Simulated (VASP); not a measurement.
# As (Pm-3m) in VASP: a series of runs

As is run at these levels: r2SCAN-based global hybrid; tasks: single point.

Program: VASP 6.6.1. These are calculated values, not measurements. Logs are shortened: lines on timing, memory, paths and dates and some standing lists are left out, and cuts for length are marked.

## 1. The cell of the first run

It takes space group Pm-3m (No. 221, cubic). Conventional cell: a = 2.704 Å, b = 2.704 Å, c = 2.704 Å, α = 90.00°, β = 90.00°, γ = 90.00°. As (site symmetry m-3m) has 6 As at 2.70 Å within 3.6 Å.

## 2. Single point, r2SCAN-based global hybrid

Contents of POSCAR:

```
As
1.0
    2.7036817444      0.0000000000      0.0000000000
    0.0000000000      2.7036817444      0.0000000000
    0.0000000000      0.0000000000      2.7036817444
As
1
Direct
    0.5000000000      0.5000000000      0.5000000000
```

Contents of INCAR.step1:

```
ALGO = Normal
EDIFF = 1E-5
ENCUT = 520
GGA = PE
ISIF = 2
ISMEAR = -1
LASPH = T
LREAL = F
LWAVE = T
NBANDS = 8
NELM = 100
PREC = Accurate
SIGMA = 0.05
```

Contents of INCAR.step2:

```
AEXX = 0.15
ALGO = Normal
EDIFF = 1E-7
ENCUT = 520
ISIF = 2
ISMEAR = -1
ISTART = 1
LASPH = T
LCHARG = T
LELF = T
LHFCALC = T
LMIXTAU = T
LREAL = F
LVHAR = T
LWAVE = F
METAGGA = R2SCAN
NBANDS = 8
NELM = 100
PREC = Accurate
PRECFOCK = Normal
SIGMA = 0.05
```

Contents of KPOINTS:

```
k-points
0
Gamma
  6 6 6
```

Potentials or basis: VASP PAW PBE potentials, release 64 (As).

On the command line:

```
cat potpaw_PBE.64/As/POTCAR > POTCAR
cp INCAR.step1 INCAR
mpirun -np 1 vasp_std > vasp.out
cp INCAR.step2 INCAR
mpirun -np 1 vasp_std > vasp.out
```

OUTCAR:

```text
AEXX = 0.15
   EDIFF = 1E-7
   ENCUT = 520
   ISIF = 2
   ISMEAR = -1
   ISTART = 1
   LASPH = T
   LHFCALC = T
   LREAL = F
   METAGGA = R2SCAN
   NELM = 100
   PREC = Accurate
   PRECFOCK = Normal

 ion  position               nearest neighbor table
   1  0.500  0.500  0.500-

  LATTYP: Found a simple cubic cell.
 ALAT       =     2.7036817444

  Lattice vectors:

 A1 = (   2.7036817444,   0.0000000000,   0.0000000000)
 A2 = (   0.0000000000,   2.7036817444,   0.0000000000)
 A3 = (   0.0000000000,   0.0000000000,   2.7036817444)

Analysis of symmetry for initial positions (statically):
=====================================================================
 Subroutine PRICEL returns:
 Original cell was already a primitive cell.

 Routine SETGRP: Setting up the symmetry group for a
 simple cubic supercell.

 Subroutine GETGRP returns: Found 48 space group operations
[... 9 lines left out ...]

 Routine SETGRP: Setting up the symmetry group for a
 simple cubic supercell.

 Subroutine GETGRP returns: Found 48 space group operations
[... 11 lines left out ...]
                                     Primitive cell

  volume of cell :      19.7636

  direct lattice vectors                    reciprocal lattice vectors
     2.703681744  0.000000000  0.000000000     0.369866018  0.000000000  0.000000000
     0.000000000  2.703681744  0.000000000     0.000000000  0.369866018  0.000000000
     0.000000000  0.000000000  2.703681744     0.000000000  0.000000000  0.369866018

  length of vectors
     2.703681744  2.703681744  2.703681744     0.369866018  0.369866018  0.369866018

  position of ions in fractional coordinates (direct lattice)
     0.500000000  0.500000000  0.500000000

  ion indices of the primitive-cell ions
   primitive index   ion index
                 1           1

----------------------------------------------------------------------------------------

 KPOINTS: k-points

Automatic generation of k-mesh.
 Grid dimensions read from file:
 generate k-points for:    6    6    6

 Generating k-lattice:

  Cartesian coordinates                     Fractional coordinates (reciprocal lattice)
     0.061644336  0.000000000  0.000000000     0.166666667  0.000000000  0.000000000
     0.000000000  0.061644336  0.000000000     0.000000000  0.166666667  0.000000000
     0.000000000  0.000000000  0.061644336     0.000000000  0.000000000  0.166666667

  Length of vectors
     0.061644336  0.061644336  0.061644336

  Shift w.r.t. Gamma in fractional coordinates (k-lattice)
     0.000000000  0.000000000  0.000000000

 Subroutine IBZKPT returns following result:
 ===========================================

 Found     20 irreducible k-points:

 Following reciprocal coordinates:
            Coordinates               Weight
  0.000000  0.000000  0.000000      1.000000
  0.166667  0.000000  0.000000      6.000000
  0.333333  0.000000  0.000000      6.000000
  0.500000  0.000000  0.000000      3.000000
  0.166667  0.166667  0.000000     12.000000
  0.333333  0.166667  0.000000     24.000000
[... 12 lines left out ...]
  0.500000  0.500000  0.333333      6.000000
  0.500000  0.500000  0.500000      1.000000
   k-points           NKPTS =     20   k-points in BZ     NKDIM =    216   number of bands    NBANDS=      8
   number of dos      NEDOS =    301   number of ions     NIONS =      1
   total plane-waves  NPLWV =   8000
   dimension x,y,z NGX =    20 NGY =   20 NGZ =   20
   dimension x,y,z NGXF=    40 NGYF=   40 NGZF=   40
   ions per type =               1
   NGX,Y,Z   is equivalent  to a cutoff of  12.30, 12.30, 12.30 a.u.
   NGXF,Y,Z  is equivalent  to a cutoff of  24.60, 24.60, 24.60 a.u.
 SYSTEM =  unknown system
   PREC   = accura    normal or accurate (medium, high low for compatibility)
   ISTART =      1    job   : 0-new  1-cont  2-samecut
   ICHARG =      0    charge: 1-file 2-atom 10-const
   ISPIN  =      1    spin polarized calculation?
   LNONCOLLINEAR =      F non collinear calculations
   LSORBIT =      F    spin-orbit coupling
   LASPH  =      T    aspherical Exc in radial PAW
   ENCUT  =  520.0 eV  38.22 Ry    6.18 a.u.   5.03  5.03  5.03*2*pi/ulx,y,z
   NELM   =    100;   NELMIN=  2; NELMDL=  0     # of ELM steps
   EDIFF  = 0.1E-06   stopping-criterion for ELM
   LREAL  =      F    real-space projection
   EDIFFG = 0.1E-05   stopping-criterion for IOM
   NSW    =      0    number of steps for IOM
   IBRION =     -1    ionic relax: 0-MD 1-quasi-New 2-CG
   NFREE  =      0    steps in history (QN), initial steepest desc. (CG)
   ISIF   =      2    stress and relaxation
   ISYM   =      3    0-nonsym 1-usesym 2-fastsym
   POTIM  = 0.5000    time-step for ionic-motion
   TEBEG  =    0.0;   TEEND  =   0.0 temperature during run
   PSTRESS=    0.0 pullay stress
   NELECT =       5.0000    total number of electrons
   NUPDOWN=      -1.0000    fix difference up-down
   EMIN   =  10.00;   EMAX   =-10.00  energy-range for DOS
   EFERMI =   0.00;   METHOD = LEGACY
   ISMEAR =    -1;   SIGMA  =   0.05  broadening in eV -4-tet -1-fermi 0-gaus
   EFERMI_NEDOS =   21; number of points for ismear=-14 and -15
   IALGO  =     38    algorithm
   IMIX   =      1    mixing-type and parameters
     AMIX     =   0.40;   BMIX     =  1.00
     AMIX_MAG =   1.60;   BMIX_MAG =  1.00
  volume/ion in A,a.u.               =      19.76       133.37
  Fermi-wavevector in a.u.,A,eV,Ry     =   1.035403  1.956627 14.586243  1.072059
  Thomas-Fermi vector in A             =   2.169744
   LORBIT       =      0    0 simple, 1 ext, 2 COOP (PROOUT), +10 PAW based schemes
   METAGGA = R2SCAN    functional components
   LHFCALC =     T    Hartree Fock is set to
   PRECFOCK=normal    Normal, Fast or Accurate (Low or Medium for compatibility)
   ENCUT4O =  -1.0   cutoff for four orbital integrals eV
   NKREDX  =     1    reduce k-point grid by
   NKREDY  =     1    reduce k-point grid by
   NKREDZ  =     1    reduce k-point grid by
   AEXX    =    0.1500 exact exchange contribution
   HFSCREEN=    0.0000 screening length (either q_TF or 0.3 A-1)
   HFSCREENC=   0.0000 screening length for correlation (either q_TF or 0.3 A-1)
   ENCUTFOCK=  -1.0 apply spherical cutoff to Coloumb kernel
   IVDW    =     0    specifies the selected vdW correction
   LEPSILON=     F    determine dielectric tensor
   LRPA    =     F    only Hartree local field effects (RPA)
 non-spin polarized calculation
  energy-cutoff  :      520.00
  volume of cell :       19.76
 maximum number of plane-waves:       554
  NGX = 16; NGY = 16; NGZ = 16

 number of electron       5.0000001 magnetization

 Free energy of the ion-electron system (eV)
  ---------------------------------------------------
  ext. energy  EPLUGINS =         0.00000000
  ---------------------------------------------------
  free energy    TOTEN  =       -14.03470799 eV

  energy without entropy =      -14.03456599  energy(sigma->0) =      -14.03463699

 E-fermi :   6.1829     XC(G=0):  -9.5029

 val. band max:        5.8641395522   @ k =   0.1667   0.1667   0.0000
 cond. band min:       6.5024138849   @ k =   0.5000   0.3333   0.3333
 fundamental gap:      0.6382743328
 Fermi energy:         6.1829013527

 k-point     1 :       0.0000    0.0000    0.0000
  band No.  band energies     occupation
      1     -11.1209      2.00000
      2      10.6021      0.00000
      3      10.6021      0.00000
      4      10.6021      0.00000
      5      15.1309      0.00000
      6      15.1309      0.00000
      7      17.8384      0.00000
      8      32.4707      0.00000

 k-point     2 :       0.1667    0.0000    0.0000
  band No.  band energies     occupation
      1     -10.5621      2.00000
      2       5.6612      1.99994
      3      11.1087      0.00000
      4      11.1087      0.00000
      5      15.6289      0.00000
      6      17.3430      0.00000
      7      21.4527      0.00000
      8      28.0316      0.00000

 k-point     3 :       0.3333    0.0000    0.0000
  band No.  band energies     occupation
      1      -9.0074      2.00000
      2       0.3959      2.00000
      3      12.3430      0.00000
      4      12.3430      0.00000
      5      16.9291      0.00000
      6      19.1147      0.00000
      7      23.7045      0.00000
      8      23.7045      0.00000

 k-point     4 :       0.5000    0.0000    0.0000
  band No.  band energies     occupation
      1      -7.6372      2.00000
      2      -2.2569      2.00000
      3      13.1787      0.00000
      4      13.1787      0.00000
      5      17.9459      0.00000
      6      21.4277      0.00000
      7      21.8205      0.00000
      8      21.8205      0.00000

 k-point     5 :       0.1667    0.1667    0.0000
  band No.  band energies     occupation
      1     -10.0026      2.00000
      2       5.8641      1.99660
      3       6.9220      0.00000
      4      11.6057      0.00000
      5      16.9620      0.00000
      6      21.3254      0.00000
      7      21.4148      0.00000
      8      24.4140      0.00000
[... 133 lines left out ...]
 k-point    18 :       0.5000    0.3333    0.3333
  band No.  band energies     occupation
      1      -3.2278      2.00000
      2       1.4613      2.00000
      3       4.6701      2.00000
      4       6.5024      0.00335
      5      12.6896      0.00000
      6      13.7031      0.00000
      7      16.6505      0.00000
      8      21.6848      0.00000

 k-point    19 :       0.5000    0.5000    0.3333
  band No.  band energies     occupation
      1      -1.5927      2.00000
      2       2.4223      2.00000
      3       2.4223      2.00000
      4       6.8590      0.00000
      5      11.0613      0.00000
      6      14.5731      0.00000
      7      14.5731      0.00000
      8      19.2156      0.00000

 k-point    20 :       0.5000    0.5000    0.5000
  band No.  band energies     occupation
      1       0.3843      2.00000
      2       3.3313      2.00000
      3       3.3313      2.00000
      4       3.3313      2.00000
      5      12.5489      0.00000
      6      12.5489      0.00000
      7      12.5489      0.00000
      8      16.5790      0.00000

------------------------ aborting loop because EDIFF is reached ----------------------------------------

  FORCE on cell =-STRESS in cart. coord.  units (eV):
  Direction    XX          YY          ZZ          XY          YZ          ZX
  --------------------------------------------------------------------------------------
  -------------------------------------------------------------------------------------
  Total       -0.2375932     -0.2375932     -0.2375932     -0.0000000     -0.0000000      0.0000000
  in kB      -19.2609618    -19.2609618    -19.2609618     -0.0000000     -0.0000000      0.0000000
  external PRESSURE =     -19.2609618 kB  Pullay stress =       0.0000000 kB

 VOLUME and BASIS-vectors are now :
 -----------------------------------------------------------------------------
  energy-cutoff  :      520.00
  volume of cell :       19.76
      direct lattice vectors                 reciprocal lattice vectors
     2.703681744  0.000000000  0.000000000     0.369866018  0.000000000  0.000000000
     0.000000000  2.703681744  0.000000000     0.000000000  0.369866018  0.000000000
     0.000000000  0.000000000  2.703681744     0.000000000  0.000000000  0.369866018

 POSITION                                       TOTAL-FORCE (eV/Angst)
 -----------------------------------------------------------------------------------
      1.35184      1.35184      1.35184         0.000000      0.000000      0.000000
 -----------------------------------------------------------------------------------
    total drift:                               -0.000000     -0.000000     -0.000000

  FREE ENERGIE OF THE ION-ELECTRON SYSTEM (eV)
  ---------------------------------------------------
  free  energy   TOTEN  =       -14.0347079872 eV

  energy  without entropy=      -14.0345659926  energy(sigma->0) =      -14.03463699
```

Wall time 66 s (1 thread of Intel Xeon 6975P-C (Granite Rapids), shared host); peak memory 0.13 GiB.

What came out:

| Quantity | Value |
| --- | --- |
| Free energy | -14.0347 eV |
| Pressure | -1.9 GPa |

Caveat: the k points lie up to 0.39 Å⁻¹ apart; the PAW data sets were made with another functional, which shifts forces and pressure a little.

## 3. Single point, r2SCAN-based global hybrid

POSCAR is that of step 2.

Contents of INCAR.step1:

```
  ALGO = Normal
  EDIFF = 1E-5
  ENCUT = 520
  GGA = PE
  ISIF = 2
  ISMEAR = -1
  LASPH = T
  LCHARG = F
  LREAL = F
  LWAVE = T
  NBANDS = 8
  NELM = 80
  PREC = Accurate
  SIGMA = 0.05
```

Contents of INCAR.step2:

```
  AEXX = 0.25
  ALGO = Normal
  EDIFF = 1E-6
  ENCUT = 520
  ISIF = 2
  ISMEAR = -1
  ISTART = 1
  LASPH = T
  LCHARG = F
  LHFCALC = T
  LMIXTAU = T
  LREAL = F
  LWAVE = F
  METAGGA = R2SCAN
  NBANDS = 8
  NELM = 80
  PREC = Accurate
  PRECFOCK = Normal
  SIGMA = 0.05
```

KPOINTS is that of step 2.

Potentials or basis: VASP PAW PBE potentials, release 64 (As).

On the command line:

```
cat potpaw_PBE.64/As/POTCAR > POTCAR
cp INCAR.step1 INCAR
mpirun -np 1 vasp_std > vasp.out
cp INCAR.step2 INCAR
mpirun -np 1 vasp_std > vasp.out
```

Run time: 61 s. Hardware: 1 thread of Intel Xeon 6975P-C (Granite Rapids), shared host; peak memory 0.13 GiB.

Results (log left out):

| Quantity | Value |
| --- | --- |
| Free energy | -13.6793 eV |
| Pressure | -3.3 GPa |

Levels at points of the mesh, in eV from the Fermi level:
| k point | band 1 | band 2 | band 3 | band 4 | band 5 |
| --- | --- | --- | --- | --- | --- |
| (0.00, 0.00, 0.00) | -18.12 | 4.73 | 4.73 | 4.73 | 9.24 |
| (0.50, 0.00, 0.00) | -14.51 | -8.97 | 7.41 | 7.41 | 12.14 |
| (0.50, 0.50, 0.00) | -10.66 | -5.97 | -5.97 | 2.97 | 9.86 |
| (0.50, 0.50, 0.50) | -6.10 | -3.13 | -3.13 | -3.13 | 6.62 |

Caveat: the k points lie up to 0.39 Å⁻¹ apart; the PAW data sets were made with another functional, which shifts forces and pressure a little.
